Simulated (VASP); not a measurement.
Set up this calculation in VASP 6.6.1, as the native input.

* Task: single point
* Functional: r2SCAN
* Potentials or basis: VASP PAW PBE potentials, release 64 (Zr_sv, C)
* Cutoff: 660 eV
* k mesh: 12 × 12 × 12
* Occupations: gaussian, width 0.05 eV
* Spin: no spin polarisation
* Dipole correction: no
* Further INCAR settings: ALGO = Normal; EDIFF = 1e-06; NBANDS = 15

ZrC:

```
Zr C
1.0
     2.91471   -0.02397    0.01277
    -0.02397    2.93591    0.02841
     0.01277    0.02841    2.96540
Zr C
1 1
Direct
  0.02015 0.00736 0.93252
  0.47985 0.49264 0.56748
```

This cell differs from its parent crystal: atoms moved at random and the cell strained at random.

The input as run:

POSCAR

```
ZrC
1.0
    2.9147098806     -0.0239714928      0.0127655901
   -0.0239714928      2.9359134113      0.0284132223
    0.0127655901      0.0284132223      2.9653959538
Zr C
1 1
Direct
    0.0201480728      0.0073632003     -0.0674831636
    0.4798519272      0.4926367997      0.5674831636
```

INCAR.step1

```
SYSTEM = ZrC
PREC = Accurate ; ENCUT = 660
ISMEAR = 0 ; SIGMA = 0.05
LREAL = .FALSE. ; LASPH = .TRUE.
NELM = 120 ; NBANDS = 15
GGA = PE ; ALGO = Normal
EDIFF = 1E-5 ; LWAVE = .TRUE.
LCHARG = .FALSE. ; GGA_COMPAT = .FALSE.
```

INCAR.step2

```
SYSTEM = ZrC
PREC = Accurate ; ENCUT = 660
EDIFF = 1E-6 ; ISMEAR = 0
SIGMA = 0.05 ; LREAL = .FALSE.
LASPH = .TRUE. ; NELM = 120
ALGO = Normal ; ISIF = 2
LWAVE = .FALSE. ; LCHARG = .TRUE.
METAGGA = R2SCAN ; LMIXTAU = .TRUE.
LELF = .TRUE. ; LVHAR = .TRUE.
NBANDS = 15 ; ISTART = 1
GGA_COMPAT = .FALSE.
```

KPOINTS

```
Automatic mesh
0
G
  12 12 12
  0 0 0
```

Potentials or basis: VASP PAW PBE potentials, release 64 (Zr_sv, C).

Command:

```bash
$ cat potpaw_PBE.64/Zr_sv/POTCAR potpaw_PBE.64/C/POTCAR > POTCAR
$ cp INCAR.step1 INCAR
$ mpirun -np 1 vasp_std > vasp.out
$ cp INCAR.step2 INCAR
$ mpirun -np 1 vasp_std > vasp.out
```

It gave:

| Item | Value |
| --- | --- |
| Pressure | 5.8 GPa |
| Largest force | 0.312 eV/Å |
| Band gap on the k mesh | zero (bands 8 and 9 overlap by 1.18 eV) |

Caveat: the cell differs from its parent crystal (atoms moved at random and the cell strained at random); the stress differs along the axes, from -11 to 15 GPa; the PAW data sets were made with another functional, which shifts forces and pressure a little.

It took 7.8 min on 1 thread of Intel(R) Xeon(R) 6975P-C (Granite Rapids) (shared host), peak memory 0.55 GiB.
